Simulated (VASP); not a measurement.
**Ti2Al5Ni3: relaxation of cell and atoms with PBE**

The system is Ti2Al5Ni3.

```
Ti Al Ni
1.0
     2.66410    0.00000    0.00000
     0.00000    2.66410    0.00000
     0.00000    0.00000   19.27128
Ti Al Ni
2 5 3
Direct
  0.50000 0.50000 0.40000
  0.50000 0.50000 0.60000
  0.00000 0.00000 0.90000
  0.00000 0.00000 0.10000
  0.00000 0.00000 0.30000
  0.00000 0.00000 0.50000
  0.00000 0.00000 0.70000
  0.50000 0.50000 0.00000
  0.50000 0.50000 0.20000
  0.50000 0.50000 0.80000
```

```json
{
  "Program": "VASP 6.6.1",
  "Task": "relaxation of cell and atoms",
  "Functional": "PBE",
  "Potentials or basis": "VASP PAW PBE potentials, release 64 (Ti_sv, Al, Ni)",
  "Cutoff": "600 eV",
  "k mesh": "6 × 6 × 1",
  "Occupations": "gaussian, width 0.1 eV",
  "Spin": "collinear spin, ferrimagnetic start",
  "Starting moments": "[0.0, 0.0, 0.0, 0.0, 0.0, 0.0, 0.0, -2.0, 2.0, -2.0] μB",
  "Dipole correction": "no",
  "Further INCAR settings": "ALGO = Normal; EDIFF = 1e-06; IBRION = 2; EDIFFG = -0.04; NSW = 90; ISIF = 3"
}
```

| Property | Result |
| --- | --- |
| Relaxed volume | 13.74 Å³/atom |
| Relaxed cell | a = 2.833 Å, b = 2.833 Å, c = 17.116 Å, α = 90.00°, β = 90.00°, γ = 90.00° |
| Space group after relaxing (to 0.1 Å) | P4/mmm (No. 123) |
| Energy gained by relaxing | 204.6 meV/atom |
| Ionic steps | 16 |
| Pressure after relaxing | 0.0 GPa |
| Largest force after relaxing | 0.025 eV/Å |
| Net moment | 0.02 μB per cell |
| Valence electrons inside the program's atomic spheres | Ti 10.28; Al 0.79, 0.81, 0.82 (each value once); Ni 9.43, 9.45 (each value once) |

Forces in eV/Å, atoms in the order of the input:
```
Ti   0.000  0.000 -0.004
Ti   0.000  0.000  0.004
Al   0.000  0.000  0.014
Al   0.000  0.000 -0.014
Al   0.000  0.000 -0.006
Al   0.000  0.000  0.000
Al   0.000  0.000  0.005
Ni   0.000  0.000  0.000
Ni   0.000  0.000 -0.025
Ni   0.000  0.000  0.025
```

Stress tensor (GPa, compression positive):
```
 0.11  0.00  0.00
 0.00  0.11  0.00
 0.00  0.00 -0.17
```

The path:
```
step  energy change (eV)  largest force (eV/Å)  pressure (GPa)  volume (Å³)
   1              0.0000                1.9657            3.48       136.78
   2             -0.5165                1.2856           -2.97       142.66
   3             -0.6597                0.8846           -6.64       146.92
   4             -1.0658                0.9401           -3.94       142.75
   5             -1.3354                1.2561            5.13       133.19
   6             -1.3750                1.1837            2.12       135.84
   7             -1.5377                0.7762            1.12       136.52
   8             -1.6919                0.5948           -0.33       137.78
   9             -1.7032                0.6477           -0.61       138.15
  10             -1.8396                0.4551           -0.02       137.28
  11             -1.9839                0.4093            2.02       135.31
  12             -2.0140                0.1365           -2.79       140.33
  13             -2.0286                0.2261           -1.21       138.47
  14             -2.0436                0.0580            0.21       137.16
  15             -2.0444                0.0517           -0.01       137.41
  16             -2.0456                0.0249            0.02       137.36
```

Final structure:
```
Ti Al Ni
1.0
     2.83287    0.00000    0.00000
     0.00000    2.83287    0.00000
     0.00000    0.00000   17.11612
Ti Al Ni
2 5 3
Direct
  0.50000 0.50000 0.38048
  0.50000 0.50000 0.61952
  0.00000 0.00000 0.91134
  0.00000 0.00000 0.08866
  0.00000 0.00000 0.26414
  0.00000 0.00000 0.50000
  0.00000 0.00000 0.73587
  0.50000 0.50000 0.00000
  0.50000 0.50000 0.17621
  0.50000 0.50000 0.82379
```

Levels at points of the mesh, in eV from the Fermi level:
Spin up:
```tsv
k point	band 30	band 31	band 32	band 33	band 34	band 35	band 36	band 37	band 38	band 39
(0.00, 0.00, 0.00)	-1.36	-0.78	-0.72	-0.69	-0.47	0.43	0.99	1.86	1.86	2.03
(0.50, 0.00, 0.00)	-1.68	-1.53	-1.36	-0.92	-0.92	-0.54	-0.46	-0.30	1.68	1.69
(0.50, 0.50, 0.00)	-0.89	-0.89	0.03	0.12	0.12	0.24	0.24	0.86	1.87	1.92
```
Spin down:
```tsv
k point	band 32	band 33	band 34	band 35	band 36	band 37
(0.00, 0.00, 0.00)	-0.72	-0.68	-0.47	0.44	1.00	1.87
(0.50, 0.00, 0.00)	-1.36	-0.91	-0.91	-0.54	-0.46	-0.29
(0.50, 0.50, 0.00)	0.03	0.13	0.13	0.24	0.24	0.86
```

Run time: 35 min on 1 thread of AMD EPYC 9R45 96-Core Processor (Zen 5), with other jobs on the host, peak memory 0.4 GiB.

Caveat: the k points lie up to 0.37 Å⁻¹ apart in the final cell; the moments typed at the start vanished in this run.
